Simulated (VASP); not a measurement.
Input of a VASP 6.6.1 run:

Contents of INCAR:

```
SYSTEM = Li2O
PREC = Accurate
ENCUT = 750
EDIFF = 1E-6
ISMEAR = 0
SIGMA = 0.05
LREAL = .False.
LASPH = .True.
NELM = 120
ALGO = Normal
ISIF = 2
LWAVE = .False.
LCHARG = .False.
GGA = PE
NBANDS = 13
GGA_COMPAT = .False.
```

Contents of KPOINTS:

```
regular mesh
0
Gamma
  12 12 12
  0 0 0
```

File POSCAR:

```
Li2O
1.0
    0.0000000000      2.3095007135      2.3095007135
    2.3095007135      0.0000000000      2.3095007135
    2.3095007135      2.3095007135      0.0000000000
Li O
2 1
Direct
    0.2500000000      0.2500000000      0.2500000000
    0.7500000000      0.7500000000      0.7500000000
    0.0000000000      0.0000000000      0.0000000000
```

Potentials or basis: VASP PAW PBE potentials, release 64 (Li_sv, O).

Command:

```sh
$ cat potpaw_PBE.64/Li_sv/POTCAR potpaw_PBE.64/O/POTCAR > POTCAR
$ mpirun -np 1 vasp_std > vasp.out
```

Predict the pressure.

0.0 GPa.

Estimate the band gap on the k mesh.

4.98 eV (least direct gap 5.27 eV).

A k mesh can miss the band edges. Expect the measured gap to be larger: semilocal functionals such as PBE lack the derivative discontinuity.
